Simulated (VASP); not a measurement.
Write the native input for VASP 6.6.1 that does the following.

- Task: single point
- Functional: PBE
- Potentials or basis: VASP PAW PBE potentials, release 64 (Zn)
- Cutoff: 520 eV
- k mesh: 20 × 20 × 20
- Occupations: gaussian, width 0.15 eV
- Spin: no spin polarisation
- Dipole correction: no
- Further INCAR settings: ALGO = Fast; EDIFF = 1e-06; NBANDS = 12

The structure of Zn lies in POSCAR:

```
Zn
1.0
   -0.1375037539      1.9643393415      2.0560739887
    1.9643393415     -0.1375037539      2.0560739887
    1.8268355876      1.8268355876      0.0000000000
Zn
1
Direct
    0.0000000000      0.0000000000      0.0000000000
```

This cell differs from its parent crystal: engineering shear strain xy -0.1400, normal strain along z +0.0467.

One way to write it, as run:

INCAR

```
SYSTEM = Zn
ALGO = Fast ; EDIFF = 1E-6
ENCUT = 520 ; GGA = PE
ISIF = 2 ; ISMEAR = 0
LASPH = .True. ; LCHARG = .False.
LREAL = .False. ; LWAVE = .False.
NBANDS = 12 ; NELM = 60
PREC = Accurate ; SIGMA = 0.15
```

KPOINTS

```
k-points
0
Gamma
  20 20 20
  0 0 0
```

Potentials or basis: VASP PAW PBE potentials, release 64 (Zn).

Command:

```console
$ cat potpaw_PBE.64/Zn/POTCAR > POTCAR
$ mpirun -np 1 vasp_std > vasp.out
```

It gave:

The pressure is -1.4 GPa. The band gap on the k mesh is zero (bands 6 and 7 overlap by 4.50 eV).

Caveat: the cell differs from its parent crystal (engineering shear strain xy -0.1400, normal strain along z +0.0467).

Run time: 58 s on 1 thread of Intel(R) Xeon(R) 6975P-C (Granite Rapids), with other jobs on the host, peak memory 0.31 GiB.
